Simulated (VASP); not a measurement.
A run of VASP 6.6.1 is set up as follows.

Contents of INCAR:

```
SYSTEM = WS2
PREC = Accurate
ENCUT = 520
EDIFF = 1E-6
ISMEAR = 0
SIGMA = 0.05
LREAL = .False.
LASPH = .True.
NELM = 60
ALGO = Normal
ISIF = 2
LWAVE = .False.
LCHARG = .False.
LDIPOL = .True.
IDIPOL = 3
DIPOL = 0.5 0.5 0.391
GGA = PE
IVDW = 12
NBANDS = 35
```

Contents of KPOINTS:

```
regular mesh
0
Gamma
  9 9 1
  0 0 0
```

POSCAR

```
WS2
1.0
    3.1597776611      0.0000000000      0.0000000000
   -1.5798888306      2.7364477249      0.0000000000
    0.0000000000      0.0000000000     23.8035416591
S W
4 2
Direct
    0.3333333333      0.6666666667      0.1890474982
    0.3333333333      0.6666666667      0.3214551405
    0.3333333333      1.1666666667      0.4596698670
    0.3333333333      1.1666666667      0.5920775093
    0.6666666667      0.3333333333      0.2552505077
    0.6666666667      0.8333333333      0.5258728765
```

Potentials or basis: VASP PAW PBE potentials, release 64 (S, W_sv).

Command:

```sh
$ cat potpaw_PBE.64/S/POTCAR potpaw_PBE.64/W_sv/POTCAR > POTCAR
$ mpirun -np 1 vasp_std > vasp.out
```

**Question.** Estimate the band gap on the k mesh.

**Answer.** 1.69 eV, indirect (least direct gap 1.91 eV).

**Question.** What does it give for the dispersion energy per atom?

**Answer.** -0.357 eV.

**Question.** Predict the largest force.

**Answer.** 0.049 eV/Å.

Forces in eV/Å, atoms in the order of the input:
```
S    0.002  0.001  0.004
S   -0.002 -0.001  0.032
S   -0.002 -0.001 -0.032
S    0.002  0.001 -0.004
W    0.000  0.000  0.049
W    0.000  0.000 -0.049
```

Caveat: spin-orbit coupling is left out, which moves the levels of the heavy elements.
